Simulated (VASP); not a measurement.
Runs of VASP 6.6.1 on SrTe (rocksalt type). The structure is that of space group Fm-3m (No. 225), or close to it. The cells are those of the table. 

```tsv
task	cell	cutoff (eV)	gap on the mesh (eV)	pressure (GPa)
single point	a = 4.790 Å, angles 60.0°, 2 atoms	500	1.84	-0.7
electric field gradients	a = 4.711 Å, angles 60.0°, 2 atoms	400	1.72	0.9
electric field gradients	a = 4.790 Å, angles 60.0°, 2 atoms	400	1.84	-0.7
electric field gradients	a = 4.670 Å, angles 60.0°, 2 atoms	400	1.65	1.9
single point	a = 4.828 Å, angles 60.0°, 2 atoms	500	1.89	-1.4
electric field gradients	a = 4.828 Å, angles 60.0°, 2 atoms	400	1.89	-1.4
electric field gradients	a = 4.751 Å, angles 60.0°, 2 atoms	400	1.78	(a)
single point	a = 4.711 Å, angles 60.0°, 2 atoms	500	1.72	(b)
```

Alike in all rows: level PBE; potentials or basis VASP PAW PBE potentials, release 64 (Sr_sv, Te); no spin polarisation; k mesh 11 × 11 × 11; smearing fermi-dirac 0.03 eV.

Fill in the values left out.

(a) 0.1; (b) 1.0.

Caveats: spin-orbit coupling is left out, which moves the levels of the heavy elements.

A k mesh can miss the band edges, and the runs leave out spin-orbit coupling on Sr, Te.
